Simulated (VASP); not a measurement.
**Hf: single point with PBE**

Crystal: Hf.

```xyz
2
Lattice="3.2045 0.0000 0.0000 -1.6023 2.7752 0.0000 0.0000 0.0000 5.0738" Properties=species:S:1:pos:R:3 pbc="T T T"
Hf    0.0000    1.8501    1.2685
Hf    1.6023    0.9251    3.8054
```

```json
{
 "Program": "VASP 6.6.1",
 "Task": "single point",
 "Functional": "PBE",
 "Potentials or basis": "VASP PAW PBE potentials, release 64 (Hf_pv)",
 "Cutoff": "520 eV",
 "k mesh": "4 × 4 × 2",
 "Occupations": "fermi-dirac, width 0.1 eV",
 "Spin": "no spin polarisation"
}
```

```yaml
Pressure: -0.9 GPa
Band_gap_on_the_k_mesh: zero (band 10 reaches 6.06 eV, above the bottom of band 11 at 4.74 eV)
```

Stress tensor (GPa, compression positive):
```
-0.42  0.00  0.00
 0.00 -0.42  0.00
 0.00  0.00 -1.83
```

Levels at points of the mesh, in eV from the Fermi level:
```
           k point  band 6  band 7  band 8  band 9  band 10  band 11  band 12  band 13  band 14  band 15
(0.00, 0.00, 0.00)  -30.03   -7.17   -3.49    0.78     1.38     1.38     1.63     2.19     2.19     2.81
(0.50, 0.00, 0.00)  -30.11   -3.15   -2.52   -2.02    -0.63     0.98     1.03     1.85     6.04     6.55
(0.00, 0.00, 0.50)  -30.09   -5.20   -5.20    0.32     0.32     1.27     1.27     1.27     1.27     4.94
(0.50, 0.00, 0.50)  -30.22   -3.19   -3.19   -0.79    -0.79     1.33     1.33     2.81     2.81     6.23
```

Wall time 12 s on 1 thread of Intel Xeon 8259CL, with other jobs on the host, peak memory 0.15 GiB.

Caveat: the k points lie up to 0.62 Å⁻¹ apart; spin-orbit coupling is left out, which moves the levels of the heavy elements.
